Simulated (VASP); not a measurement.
# ZnSe (F-43m) in VASP: further runs

ZnSe is run at these levels: r2SCAN, PBE; tasks: electric field gradients.

All numbers are computed with VASP 6.6.1; they aren't measurements. Logs are shortened: lines on timing, memory, paths and dates and some standing lists are left out, and cuts for length are marked.

**What was measured.**

From “Alloy Disordering Effects on the Thermal Conductivity and Energy Gap Temperature Dependence of Cd1−xZnxSe Ternary Crystals Grown by the Bridgman Method”, 2023, pmc:10253836, for a bulk crystal of ZnSe at 300 K: band gap 2.695 ± 0.003 eV (an exciton energy, a little under the gap).

How close the calculation comes is told below.

**1. The cell of the first run**

Symmetry: F-43m, No. 216, cubic system. Conventional cell: a = 5.668 Å, b = 5.668 Å, c = 5.668 Å, α = 90.00°, β = 90.00°, γ = 90.00°. Zn (site symmetry -43m) has 4 Se at 2.45 Å within 3.2 Å. Within 3.2 Å of Se (site symmetry -43m) lie 4 Zn at 2.45 Å.

**2. Electric field gradients, r2SCAN**

Input file POSCAR:

```
ZnSe
1.0
    0.0000000000      2.8338000000      2.8338000000
    2.8338000000      0.0000000000      2.8338000000
    2.8338000000      2.8338000000      0.0000000000
Zn Se
1 1
Direct
    0.0000000000      0.0000000000      0.0000000000
    0.7500000000      0.7500000000      0.7500000000
```

Input file INCAR.step1:

```
SYSTEM = ZnSe
PREC     = Accurate       ! precision mode
ENCUT    = 520            ! plane-wave cutoff, eV
ISMEAR   = -1             ! smearing method
SIGMA    = 0.03           ! smearing width, eV
LREAL    = .False.        ! projectors in reciprocal space
LASPH    = .True.         ! aspherical terms in the spheres
NELM     = 60             ! most SCF steps
NBANDS   = 16             ! bands
GGA      = PE             ! functional
ALGO     = Normal         ! electronic algorithm
EDIFF    = 1E-4           ! SCF threshold, eV
LWAVE    = .True.         ! write WAVECAR
LCHARG   = .False.        ! write CHGCAR
```

Input file INCAR.step2:

```
SYSTEM = ZnSe
PREC     = Accurate       ! precision mode
ENCUT    = 520            ! plane-wave cutoff, eV
EDIFF    = 1E-8           ! SCF threshold, eV
ISMEAR   = -1             ! smearing method
SIGMA    = 0.03           ! smearing width, eV
LREAL    = .False.        ! projectors in reciprocal space
LASPH    = .True.         ! aspherical terms in the spheres
NELM     = 60             ! most SCF steps
ALGO     = Normal         ! electronic algorithm
ISIF     = 2              ! what is computed and relaxed
LWAVE    = .False.        ! write WAVECAR
LCHARG   = .False.        ! write CHGCAR
METAGGA  = R2SCAN         ! meta-GGA
LMIXTAU  = .True.       
LEFG     = .True.       
NBANDS   = 16             ! bands
ISTART   = 1
```

Input file KPOINTS:

```
regular mesh
0
Gamma
  8 8 8
  0 0 0
```

Potentials or basis: VASP PAW PBE potentials, release 64 (Zn, Se).

On the command line:

```
> cat potpaw_PBE.64/Zn/POTCAR potpaw_PBE.64/Se/POTCAR > POTCAR
> cp INCAR.step1 INCAR
> mpirun -np 1 vasp_std > vasp.out
> cp INCAR.step2 INCAR
> mpirun -np 1 vasp_std > vasp.out
```

OUTCAR:

```text
SYSTEM = ZnSe
   PREC = Accurate
   ENCUT = 520
   EDIFF = 1E-8
   ISMEAR = -1
   LREAL = .False.
   LASPH = .True.
   NELM = 60
   ISIF = 2
   METAGGA = R2SCAN
   ISTART = 1

 ion  position               nearest neighbor table
   1  0.000  0.000  0.000-   2 2.45   2 2.45   2 2.45   2 2.45
   2  0.750  0.750  0.750-   1 2.45   1 2.45   1 2.45   1 2.45

  LATTYP: Found a face centered cubic cell.
 ALAT       =     5.6676000000

  Lattice vectors:

 A1 = (   0.0000000000,   2.8338000000,   2.8338000000)
 A2 = (   2.8338000000,   0.0000000000,   2.8338000000)
 A3 = (   2.8338000000,   2.8338000000,   0.0000000000)

Analysis of symmetry for initial positions (statically):
=====================================================================
 Subroutine PRICEL returns:
 Original cell was already a primitive cell.

 Routine SETGRP: Setting up the symmetry group for a
 face centered cubic supercell.

 Subroutine GETGRP returns: Found 24 space group operations
 (whereof 24 operations were pure point group operations)
 out of a pool of 48 trial point group operations.

The static configuration has the point symmetry T_d .

Analysis of symmetry for dynamics (positions and initial velocities):
=====================================================================
 Subroutine PRICEL returns:
 Original cell was already a primitive cell.

 Routine SETGRP: Setting up the symmetry group for a
 face centered cubic supercell.

 Subroutine GETGRP returns: Found 24 space group operations
 (whereof 24 operations were pure point group operations)
 out of a pool of 48 trial point group operations.

The dynamic configuration has the point symmetry T_d .

 Subroutine INISYM returns: Found 24 space group operations
 (whereof 24 operations are pure point group operations),
 and found     1 'primitive' translations

----------------------------------------------------------------------------------------

                                     Primitive cell

  volume of cell :      45.5132

  direct lattice vectors                    reciprocal lattice vectors
     0.000000000  2.833800000  2.833800000    -0.176441527  0.176441527  0.176441527
     2.833800000  0.000000000  2.833800000     0.176441527 -0.176441527  0.176441527
     2.833800000  2.833800000  0.000000000     0.176441527  0.176441527 -0.176441527

  length of vectors
     4.007598393  4.007598393  4.007598393     0.305605690  0.305605690  0.305605690

  position of ions in fractional coordinates (direct lattice)
     0.000000000  0.000000000  0.000000000
     0.750000000  0.750000000  0.750000000

  ion indices of the primitive-cell ions
   primitive index   ion index
                 1           1
                 2           2

----------------------------------------------------------------------------------------

 KPOINTS: regular mesh

Automatic generation of k-mesh.
 Grid dimensions read from file:
 generate k-points for:    8    8    8

 Generating k-lattice:

  Cartesian coordinates                     Fractional coordinates (reciprocal lattice)
    -0.022055191  0.022055191  0.022055191     0.125000000  0.000000000  0.000000000
     0.022055191 -0.022055191  0.022055191     0.000000000  0.125000000  0.000000000
     0.022055191  0.022055191 -0.022055191     0.000000000  0.000000000  0.125000000

  Length of vectors
     0.038200711  0.038200711  0.038200711

  Shift w.r.t. Gamma in fractional coordinates (k-lattice)
     0.000000000  0.000000000  0.000000000

 Subroutine IBZKPT returns following result:
 ===========================================

 Found     29 irreducible k-points:

 Following reciprocal coordinates:
            Coordinates               Weight
  0.000000  0.000000  0.000000      1.000000
  0.125000  0.000000  0.000000      8.000000
  0.250000  0.000000  0.000000      8.000000
  0.375000  0.000000  0.000000      8.000000
  0.500000  0.000000  0.000000      4.000000
  0.125000  0.125000  0.000000      6.000000
[... 16 lines left out ...]
  0.500000  0.250000  0.125000     48.000000
 -0.375000  0.250000  0.125000     24.000000
 [... further k-points ...]
   k-points           NKPTS =     29   k-points in BZ     NKDIM =     29   number of bands    NBANDS=     16
   number of dos      NEDOS =    301   number of ions     NIONS =      2
   total plane-waves  NPLWV =  27000
   dimension x,y,z NGX =    30 NGY =   30 NGZ =   30
   dimension x,y,z NGXF=    60 NGYF=   60 NGZF=   60
   ions per type =               1   1
   NGX,Y,Z   is equivalent  to a cutoff of  12.44, 12.44, 12.44 a.u.
   NGXF,Y,Z  is equivalent  to a cutoff of  24.89, 24.89, 24.89 a.u.
 SYSTEM =  ZnSe
   PREC   = accura    normal or accurate (medium, high low for compatibility)
   ISTART =      1    job   : 0-new  1-cont  2-samecut
   ICHARG =      0    charge: 1-file 2-atom 10-const
   ISPIN  =      1    spin polarized calculation?
   LNONCOLLINEAR =      F non collinear calculations
   LSORBIT =      F    spin-orbit coupling
   LASPH  =      T    aspherical Exc in radial PAW
   ENCUT  =  520.0 eV  38.22 Ry    6.18 a.u.   7.45  7.45  7.45*2*pi/ulx,y,z
   NELM   =     60;   NELMIN=  2; NELMDL=  0     # of ELM steps
   EDIFF  = 0.1E-07   stopping-criterion for ELM
   LREAL  =      F    real-space projection
   EDIFFG = 0.1E-06   stopping-criterion for IOM
   NSW    =      0    number of steps for IOM
   IBRION =     -1    ionic relax: 0-MD 1-quasi-New 2-CG
   NFREE  =      0    steps in history (QN), initial steepest desc. (CG)
   ISIF   =      2    stress and relaxation
   ISYM   =      2    0-nonsym 1-usesym 2-fastsym
   POTIM  = 0.5000    time-step for ionic-motion
   TEBEG  =    0.0;   TEEND  =   0.0 temperature during run
   PSTRESS=    0.0 pullay stress
   NELECT =      18.0000    total number of electrons
   NUPDOWN=      -1.0000    fix difference up-down
   EMIN   =  10.00;   EMAX   =-10.00  energy-range for DOS
   EFERMI =   0.00;   METHOD = LEGACY
   ISMEAR =    -1;   SIGMA  =   0.03  broadening in eV -4-tet -1-fermi 0-gaus
   EFERMI_NEDOS =   21; number of points for ismear=-14 and -15
   IALGO  =     38    algorithm
   IMIX   =      4    mixing-type and parameters
     AMIX     =   0.40;   BMIX     =  1.00
     AMIX_MAG =   1.60;   BMIX_MAG =  1.00
  volume/ion in A,a.u.               =      22.76       153.57
  Fermi-wavevector in a.u.,A,eV,Ry     =   1.201673  2.270834 19.647073  1.444019
  Thomas-Fermi vector in A             =   2.337476
   LORBIT       =      0    0 simple, 1 ext, 2 COOP (PROOUT), +10 PAW based schemes
   METAGGA = R2SCAN    functional components
   LHFCALC =     F    Hartree Fock is set to
   AEXX    =    0.0000 exact exchange contribution
   IVDW    =     0    specifies the selected vdW correction
   LEPSILON=     F    determine dielectric tensor
   LRPA    =     F    only Hartree local field effects (RPA)
 non-spin polarized calculation
  energy-cutoff  :      520.00
  volume of cell :       45.51
 maximum number of plane-waves:      1243
 NGX is ok and might be reduce to    30
   NGX = 15   NGY = 15   NGZ = 15

 number of electron      18.0000012 magnetization

 Free energy of the ion-electron system (eV)
  ---------------------------------------------------
  ext. energy  EPLUGINS =         0.00000000
  ---------------------------------------------------
  free energy    TOTEN  =       -24.90922987 eV

  energy without entropy =      -24.90922987  energy(sigma->0) =      -24.90922987

 E-fermi :   1.9594     XC(G=0):  -9.9199

 val. band max:        1.2981907449   @ k =   0.0000   0.0000   0.0000
 cond. band min:       3.1651477072   @ k =   0.0000   0.0000   0.0000
 fundamental gap:      1.8669569624
 Fermi energy:         1.9594206776

 k-point     1 :       0.0000    0.0000    0.0000
  band No.  band energies     occupation
      1     -12.4153      2.00000
      2      -5.3956      2.00000
      3      -5.3956      2.00000
      4      -5.3955      2.00000
      5      -4.9885      2.00000
      6      -4.9885      2.00000
[... 8 lines left out ...]
     15      13.3262      0.00000
     16      13.3262      0.00000
[... 419 lines left out ...]
 k-point    24 :      -0.3750    0.2500    0.1250
  band No.  band energies     occupation
      1     -11.4640      2.00000
      2      -5.2806      2.00000
      3      -5.2441      2.00000
      4      -5.0230      2.00000
      5      -4.9823      2.00000
      6      -4.7818      2.00000
[... 8 lines left out ...]
     15      14.7368      0.00000
     16      15.6188      0.00000

 [... further k-points ...]

------------------------ aborting loop because EDIFF is reached ----------------------------------------

  FORCE on cell =-STRESS in cart. coord.  units (eV):
  Direction    XX          YY          ZZ          XY          YZ          ZX
  --------------------------------------------------------------------------------------
  -------------------------------------------------------------------------------------
  Total        0.0060667      0.0060667      0.0060667      0.0000000     -0.0000000      0.0000000
  in kB        0.2135613      0.2135613      0.2135613      0.0000000     -0.0000000      0.0000000
  external PRESSURE =       0.2135613 kB  Pullay stress =       0.0000000 kB

 VOLUME and BASIS-vectors are now :
 -----------------------------------------------------------------------------
  energy-cutoff  :      520.00
  volume of cell :       45.51
      direct lattice vectors                 reciprocal lattice vectors
     0.000000000  2.833800000  2.833800000    -0.176441527  0.176441527  0.176441527
     2.833800000  0.000000000  2.833800000     0.176441527 -0.176441527  0.176441527
     2.833800000  2.833800000  0.000000000     0.176441527  0.176441527 -0.176441527

 POSITION                                       TOTAL-FORCE (eV/Angst)
 -----------------------------------------------------------------------------------
      0.00000      0.00000      0.00000         0.000000      0.000000      0.000000
      4.25070      4.25070      4.25070        -0.000000     -0.000000     -0.000000
 -----------------------------------------------------------------------------------
    total drift:                               -0.000022     -0.000022     -0.000022

  FREE ENERGIE OF THE ION-ELECTRON SYSTEM (eV)
  ---------------------------------------------------
  free  energy   TOTEN  =       -24.9092298682 eV

  energy  without entropy=      -24.9092298682  energy(sigma->0) =      -24.90922987

 Electric field gradients (V/A^2)
---------------------------------------------------------------------
 ion       V_xx      V_yy      V_zz      V_xy      V_xz      V_yz
---------------------------------------------------------------------
   1      -0.000    -0.000    -0.000     0.002     0.002     0.002
   2       0.000     0.000    -0.000     0.000     0.000     0.000
---------------------------------------------------------------------

 Electric field gradients after diagonalization (V/A^2)
 (convention: |V_zz| > |V_xx| > |V_yy|)
----------------------------------------------------------------------
 ion       V_xx      V_yy      V_zz     asymmetry (V_yy - V_xx)/ V_zz
----------------------------------------------------------------------
   1      -0.002    -0.002     0.003       0.000
   2      -0.000    -0.000     0.000       0.000
----------------------------------------------------------------------

           NMR quadrupolar parameters

 Cq : quadrupolar parameter    Cq=e*Q*V_zz/h
 eta: asymmetry parameters     (V_yy - V_xx)/ V_zz
 Q  : nuclear electric quadrupole moment in mb (millibarn)
----------------------------------------------------------------------
 ion       Cq(MHz)       eta       Q (mb)
----------------------------------------------------------------------
   1       0.000       0.000       1.000
   2       0.000       0.000       1.000
----------------------------------------------------------------------
```

It took 3.9 min on 1 thread of Intel Xeon 8259CL, shared host; peak memory 0.18 GiB.

Results:

| Quantity | Value |
| --- | --- |
| Free energy | -24.9092 eV |
| Pressure | 0.0 GPa |
| Band gap on the k mesh | 1.87 eV |
| Largest electric field gradient by atom | zero within the noise of the run |

Caveat: the PAW data sets were made with another functional, which shifts forces and pressure a little.

(Part 1 of 2 ends here.)
